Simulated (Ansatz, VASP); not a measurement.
**One calculation of SnTe, two programs**

The input INCAR:

```
PREC = Accurate
ENCUT = 520
EDIFF = 1E-6
ISMEAR = -1
SIGMA = 0.05
LREAL = False
LASPH = True
NELM = 80
ALGO = Normal
ISIF = 2
LWAVE = False
LCHARG = False
GGA = PS
NBANDS = 17
```

File KPOINTS:

```
Automatic mesh
0
Gamma
  7 7 7
```

The input POSCAR:

```
SnTe
1.0
   -0.0315085000      3.1508500000      3.1508500000
    3.1508500000     -0.0315085000      3.1508500000
    3.1193415000      3.1193415000      0.0000000000
Te Sn
1 1
Direct
    0.5000000000      0.5000000000      0.5000000000
    0.0000000000      0.0000000000      0.0000000000
```

input.yaml

```yaml
crystal:
  lattice:
    - [-0.0315085, 3.15085, 3.15085]
    - [3.15085, -0.0315085, 3.15085]
    - [3.1193415, 3.1193415, 0.0]
  atoms:
    - { symbol: Te, position: [0.5, 0.5, 0.5] }
    - { symbol: Sn, position: [0.0, 0.0, 0.0] }
kpoints:
  mp_grid: { grid: [7, 7, 7] }
  band_path:
    path:
      - [0.0, 0.0, 0.0]
      - [-0.3725125, -0.3725125, -0.745025]
      - [-0.495, -0.250025, -0.745025]
      - [-0.5, 0.0, -0.5]
      - [-0.25, 0.25, -0.5]
      - [0.0, 0.0, -0.5]
      - [0.3725125, 0.3725125, -0.254975]
      - [0.5, 0.5, 0.0]
    npoints: 8
scf:
  occupations: { method: fermi_dirac, width: 0.05 }
hamiltonian:
  xc: pbesol
  pseudopotentials: { kind: all_electron, lapw: { basis_error: 0.001 } }
output:
  forces: true
  stress: true
  eigenvalues: true
```

Change from the starting cell: strain_shear_xy = -0.02.

Alike in both runs: functional PBEsol; k mesh 7 × 7 × 7; occupations fermi-dirac, width 0.05 eV; no spin polarisation.

|  | VASP | Ansatz |
| --- | --- | --- |
| version | VASP 6.6.1 | Ansatz 0.2.0 |
| potentials or method | VASP PAW PBE potentials, release 64 (Te, Sn_d), cutoff 520 eV | all-electron LAPW, scalar-relativistic |
| task | single point | band structure |

|  | VASP | Ansatz | Ansatz less VASP |
| --- | --- | --- | --- |
| pressure (GPa) | -0.4 | -0.4 | +0.03 |
| traceless stress, the component that is largest in VASP (GPa) | 0.34 | 0.34 | 0.000 |

VASP's potentials were made for PBE, not for PBEsol. Ansatz ran all-electron here, and VASP with PAW potentials.

Neither program's run includes spin-orbit coupling.
